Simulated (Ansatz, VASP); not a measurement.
One calculation of WSe2, two programs

```
W Se
1.0
    -3.27899    0.00000    0.00000
    -1.63949   -2.83968    0.00000
    -0.27325   -0.47328   14.01124
W Se
2 4
Direct
  0.00000 0.87500 0.75000
  0.00000 0.95833 0.25000
  0.33333 0.18829 0.87028
  0.33333 0.27162 0.37028
  0.33333 0.31171 0.12972
  0.33333 0.22838 0.62972
```

Alike in both runs: task single point; functional PBE; dispersion D3(BJ); k mesh 9 × 9 × 2; occupations gaussian, width 0.05 eV; no spin polarisation.

```csv
,VASP,Ansatz
version,VASP 6.6.1,Ansatz 0.2.0
potentials or method,"VASP PAW PBE potentials, release 64 (W_sv, Se), cutoff 520 eV","scalar-relativistic, plane waves, PAW"
valence electrons in the cell,52,92
```

```csv
,VASP,Ansatz,Ansatz less VASP
gap on the k mesh at the Fermi level (eV),1.34,1.35,+0.004
least direct gap on the mesh (eV),1.64,1.64,+0.004
pressure (GPa),0.2,-0.1,-0.30
"traceless stress, the component that is largest in VASP (GPa)",-0.16,-0.16,+0.001
rms of the force components (eV/Å),0.031,0.014,-0.0179
```

Atom by atom the forces differ by 0.023 eV/Å (rms over components). VASP's potentials hold 52 valence electrons a cell and Ansatz's 92, so a difference there can come from the potentials and not from the codes.

Neither program's run includes spin-orbit coupling.
